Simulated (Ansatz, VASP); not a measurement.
## MgO in VASP and in Ansatz

```xyz
2
Lattice="0.0000 2.0309 2.0309 2.0309 0.0000 2.0309 2.0309 2.0309 0.0000" Properties=species:S:1:pos:R:3 pbc="T T T"
Mg    0.0000    0.0000    0.0000
O     2.0309    2.0309    2.0309
```

Change from the starting cell: hydrostatic strain -3.4%.

Alike in both runs: task single point; functional HSE06; k mesh 8 × 8 × 8; no spin polarisation.

|  | VASP | Ansatz |
| --- | --- | --- |
| version | VASP 6.6.1 | Ansatz 0.2.0 |
| potentials or method | VASP PAW PBE potentials, release 64 (Mg, O) | plane waves, PAW |
| plane-wave cutoff (eV) | 520 | 420 |
| occupations | gaussian, width 0.01 eV | fixed |
| valence electrons in the cell | 8 | 16 |

VASP gave:

```
gap on the k mesh at the Fermi level (eV) : 7.68
pressure (GPa)                            : 20.8
```

Q: What did Ansatz give for the same quantities?

A: gap on the k mesh at the Fermi level (eV): 7.72; pressure (GPa): 20.8.

VASP's potentials hold 8 valence electrons a cell and Ansatz's 16, so a difference there can come from the potentials and not from the codes. Ansatz's warnings: stress exchange threshold loose, stress scf threshold loose.
